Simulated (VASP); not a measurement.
HfS4, 5 atoms in the cell. Symmetry: P4/mmm, No. 123, tetragonal system. The conventional cell has a = 4.630 Å, b = 4.630 Å, c = 4.859 Å, α = 90.00°, β = 90.00°, γ = 90.00°. Hf (site symmetry 4/mmm) has 8 S at 2.64 Å within 3.5 Å. S (site symmetry 2mm) has 2 S at 2.31 to 2.55 Å and 2 Hf at 2.64 Å within 3.1 Å. The cell was generated, and may not be a known phase.

| Quantity | Value |
| --- | --- |
| Program | VASP 6.6.1 |
| Task | single point |
| Functional | PBE |
| Potentials or basis | VASP PAW PBE potentials, release 64 (Hf_pv, S) |
| Cutoff | 520 eV |
| k mesh | 4 × 4 × 4 |
| Occupations | gaussian, width 0.1 eV |
| Spin | no spin polarisation |
| Dipole correction | no |
| Further INCAR settings | ALGO = Normal; EDIFF = 1e-06; NBANDS = 25 |

Potentials or basis: VASP PAW PBE potentials, release 64 (Hf_pv, S).

Launch:

```bash
$ cat potpaw_PBE.64/Hf_pv/POTCAR potpaw_PBE.64/S/POTCAR > POTCAR
$ mpirun -np 1 vasp_std > vasp.out
```

Hardware: 1 thread of AMD EPYC 7R13, with other jobs on the host.

Q: How long does it take, and how much memory?

A: Run time: 90 s on 1 thread of AMD EPYC 7R13, on a shared host, peak memory 0.19 GiB. Counts: scf iterations 15, k points 18.
